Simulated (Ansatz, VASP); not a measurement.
One calculation of Ga, two programs

```xyz
4
Lattice="3.7913 -2.3110 0.0000 3.7913 2.3110 0.0000 0.0000 0.0000 4.4581" Properties=species:S:1:pos:R:3 pbc="T T T"
Ga    2.5600   -1.5157    1.1145
Ga    2.5600    1.5157    3.3436
Ga    5.0226    1.5157    3.3436
Ga    5.0226   -1.5157    1.1145
```

Alike in both runs: task single point; functional PBE; k mesh 7 × 7 × 6; occupations fermi-dirac, width 0.05 eV; no spin polarisation.

```csv
,VASP,Ansatz
version,VASP 6.6.1,Ansatz 0.2.0
potentials or method,"VASP PAW PBE potentials, release 64 (Ga_d)",Ansatz PAW
plane-wave cutoff (eV),520,420
valence electrons in the cell,52,52
```

VASP gave:

- gap on the k mesh at the Fermi level (eV): none
- pressure (GPa): 4.6
- traceless stress, the component that is largest in VASP (GPa): 0.71
- rms of the force components (eV/Å): 0.037

**Question.** What did Ansatz give for the same quantities?

**Answer.** gap on the k mesh at the Fermi level (eV): none; pressure (GPa): 4.6; traceless stress, the component that is largest in VASP (GPa): 0.71; rms of the force components (eV/Å): 0.036.

Atom by atom the forces differ by 0.002 eV/Å (rms over components). A gap of «none» marks a metal or a gap that the smearing closes.
